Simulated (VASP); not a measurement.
Write the native input for VASP 6.6.1 that does the following.

```yaml
Task: single point
Functional: LDA
Potentials_or_basis: VASP PAW LDA potentials, release 64 (As)
Cutoff: 520 eV
k_mesh: 13 × 13 × 13
Occupations: fermi-dirac, width 0.05 eV
Spin: no spin polarisation
Dipole_correction: no
Further_INCAR_settings: ALGO = Normal; EDIFF = 1e-06; NBANDS = 12
```

The structure of As lies in POSCAR:

```
As
1.0
    1.8413764564      1.0631191928      3.4146118702
   -1.8413764564      1.0631191928      3.4146118702
    0.0000000000     -2.1262383856      3.4146118702
As
2
Direct
    0.2275400000      0.2275400000      0.2275400000
    0.7724600000      0.7724600000      0.7724600000
```

This cell differs from its parent crystal: volume scaled by 0.94.

These files were run (other wordings do the same):

INCAR

```
PREC = Accurate
ENCUT = 520
EDIFF = 1E-6
ISMEAR = -1
SIGMA = 0.05
LREAL = False
LASPH = True
NELM = 60
ALGO = Normal
ISIF = 2
LWAVE = False
LCHARG = True
LELF = True
LVHAR = True
NBANDS = 12
```

KPOINTS

```
Automatic mesh
0
Gamma
  13 13 13
```

Potentials or basis: VASP PAW LDA potentials, release 64 (As).

The run is started by

```console
$ cat potpaw_LDA.64/As/POTCAR > POTCAR
$ mpirun -np 1 vasp_std > vasp.out
```

It gave:

| Quantity | Value |
| --- | --- |
| Pressure | 4.4 GPa |
| Largest force | 0.589 eV/Å |
| Band gap on the k mesh | zero (band 5 reaches 6.50 eV, above the bottom of band 6 at 6.14 eV) |

Run time: 87 s on 1 thread of Intel(R) Xeon(R) Platinum 8259CL CPU @ 2.50GHz (Skylake/Cascade Lake) (shared host), peak memory 0.21 GiB.
